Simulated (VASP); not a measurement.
Here is a VASP 6.6.1 calculation.

The input POSCAR:

```
Mg
1.0
    4.1166553909      0.0000000000      0.0000000000
   -2.0583276955      3.5651281472      0.0000000000
    0.0000000000      0.0000000000      4.6704833455
Mg
3
Direct
    0.2254000000      0.0000000000      0.3333333333
    0.0000000000      0.2254000000      0.6666666667
    0.7746000000      0.7746000000      0.0000000000
```

The input INCAR.step1:

```
PREC = Accurate
ENCUT = 520
ISMEAR = 0
SIGMA = 0.1
LREAL = False
LASPH = True
NELM = 100
NBANDS = 10
GGA = PE
ALGO = Normal
EDIFF = 1E-4
LWAVE = True
LCHARG = False
```

Contents of INCAR.step2:

```
PREC = Accurate
ENCUT = 520
EDIFF = 1E-6
ISMEAR = 0
SIGMA = 0.1
LREAL = False
LASPH = True
NELM = 100
ALGO = Normal
ISIF = 2
LWAVE = False
LCHARG = False
METAGGA = R2SCAN
LMIXTAU = True
NBANDS = 10
ISTART = 1
```

File KPOINTS:

```
regular mesh
0
Gamma
  6 6 4
```

Potentials or basis: VASP PAW PBE potentials, release 64 (Mg).

Launch:

```console
$ cat potpaw_PBE.64/Mg/POTCAR > POTCAR
$ cp INCAR.step1 INCAR
$ mpirun -np 1 vasp_std > vasp.out
$ cp INCAR.step2 INCAR
$ mpirun -np 1 vasp_std > vasp.out
```

**Question.** Predict the band gap on the k mesh.

**Answer.** Zero (band 3 reaches 7.30 eV, above the bottom of band 4 at 0.61 eV).

**Question.** Predict the pressure.

**Answer.** 15.4 GPa.

**Question.** What does it give for the largest force?

**Answer.** 4.893 eV/Å.

Forces on the atoms (eV/Å):
```
Mg   4.893  0.000  0.000
Mg  -2.446  4.237  0.000
Mg  -2.446 -4.237  0.000
```

Caveat: the PAW data sets were made with another functional, which shifts forces and pressure a little.
